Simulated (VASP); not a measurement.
Runs of VASP 6.6.1 on Cu. Symmetry: P6_3/mmc, No. 194, hexagonal system. The conventional cell has a = 2.534 Å, b = 2.534 Å, c = 4.113 Å, α = 90.00°, β = 90.00°, γ = 120.00°. Cu (site symmetry -6m2) has 12 Cu at 2.52 to 2.53 Å within 3.3 Å. 

```tsv
smearing	gap on the mesh (eV)	pressure (GPa)
fermi-dirac 0.5 eV	none	1.1
fermi-dirac 0.1 eV	none	-0.8
fermi-dirac 0.3 eV	none	-0.4
fermi-dirac 0.2 eV	none	(a)
```

Alike in all rows: task single point; level PBEsol; potentials or basis VASP PAW PBE potentials, release 64 (Cu); no spin polarisation; cell as given; k mesh 14 × 14 × 7; cutoff (eV) 520.

**Question.** Estimate the missing entries.

**Answer.** (a) -0.7.

Caveats: the PAW data sets were made with another functional, which shifts forces and pressure a little.

A gap of «none» marks levels without a gap at the run's occupations.
